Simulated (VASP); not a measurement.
Here is a VASP 6.6.1 calculation.

INCAR

```
PREC = Accurate
ENCUT = 500
EDIFF = 1E-6
ISMEAR = 0
SIGMA = 0.01
LREAL = F
LASPH = T
NELM = 120
ALGO = Normal
ISIF = 2
LWAVE = F
LCHARG = F
GGA = CA
NBANDS = 15
GGA_COMPAT = F
```

File KPOINTS:

```
Automatic mesh
0
Gamma
  6 6 6
```

Contents of POSCAR:

```
RbBr
1.0
    4.1260770000      0.0000000000      0.0000000000
    0.0000000000      4.1260770000      0.0000000000
    0.0000000000      0.0000000000      4.1260770000
Rb Br
1 1
Direct
    0.0000000000      0.0000000000      0.0000000000
    0.5000000000      0.5000000000      0.5000000000
```

Potentials or basis: VASP PAW LDA potentials, release 64 (Rb_sv, Br).

Run with:

```console
$ cat potpaw_LDA.64/Rb_sv/POTCAR potpaw_LDA.64/Br/POTCAR > POTCAR
$ mpirun -np 1 vasp_std > vasp.out
```

**Question.** Predict the band gap on the k mesh.

**Answer.** 3.69 eV (least direct gap 3.85 eV).

**Question.** Estimate the pressure.

**Answer.** -1.9 GPa.

A k mesh can miss the band edges.
